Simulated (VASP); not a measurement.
A run of VASP 6.6.1:

The input INCAR:

```
PREC = Accurate
ENCUT = 600
EDIFF = 1E-6
ISMEAR = 0
SIGMA = 0.2
LREAL = False
LASPH = True
NELM = 100
ALGO = Normal
ISIF = 3
LWAVE = False
LCHARG = False
GGA = PE
IBRION = 2
NSW = 36
EDIFFG = -0.08
```

KPOINTS

```
regular mesh
0
Gamma
  5 5 1
```

Contents of POSCAR:

```
Cd3In3O2
1.0
    3.4000000000      0.0000000000      0.0000000000
   -1.7000000000      2.9444863700      0.0000000000
    0.0000000000      0.0000000000     15.8000000000
Cd In O
3 3 2
Direct
    0.0000000000      0.0000000000      0.0000000000
    0.3333333300      0.6666666700      0.1600000000
    0.6666666700      0.3333333300      0.8400000000
    0.3333333300      0.6666666700      0.6700000000
    0.0000000000      0.0000000000      0.5000000000
    0.6666666700      0.3333333300      0.3300000000
    0.3333333300      0.6666666700      0.9200000000
    0.6666666700      0.3333333300      0.0800000000
```

Potentials or basis: VASP PAW PBE potentials, release 64 (Cd, In_d, O).

Run with:

```console
$ cat potpaw_PBE.64/Cd/POTCAR potpaw_PBE.64/In_d/POTCAR potpaw_PBE.64/O/POTCAR > POTCAR
$ mpirun -np 1 vasp_std > vasp.out
```

Hardware: 1 thread of Oxide Virtual Turin-like Processor (shared host).

Task: How long does it take, and how much memory?

Result: Run time: 6.8 min on 1 thread of Oxide Virtual Turin-like Processor, on a shared host, peak memory 0.3 GiB. Counts: scf iterations 73, k points 5, ion steps 7.
